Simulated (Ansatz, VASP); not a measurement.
# EuS in VASP and in Ansatz

```
CELL_PARAMETERS angstrom
0.00000 2.97850 2.97850
2.97850 0.00000 2.97850
2.97850 2.97850 0.00000
ATOMIC_POSITIONS crystal
Eu 0.00000 0.00000 0.00000
S 0.50000 0.50000 0.50000
```

Alike in both runs: task single point; functional PBEsol; k mesh 7 × 7 × 7; occupations fermi-dirac, width 0.3 eV; collinear spin; Hubbard terms Eu f U = 6.0 eV.

|  | VASP | Ansatz |
| --- | --- | --- |
| version | VASP 6.6.1 | Ansatz 0.2.0 |
| potentials or method | VASP PAW PBE potentials, release 64 (Eu, S) | plane waves, PAW |
| plane-wave cutoff (eV) | 600 | 420 |
| valence electrons in the cell | 23 | 23 |

```csv
,VASP,Ansatz,Ansatz less VASP
net moment per atom (μB),3.49,3.49,+0.010
size of the moment on the site where the two differ most (μB),6.70,6.85,+0.150
```

VASP's potentials were made for PBE, not for PBEsol. Site moments also hang on the region over which each program counts them. The programs project onto different local orbitals, so the same U acts differently, and such runs can settle in different states. Ansatz's warnings: filled band counts differ across k points, given moment on shells.

Spin-orbit coupling is off throughout.
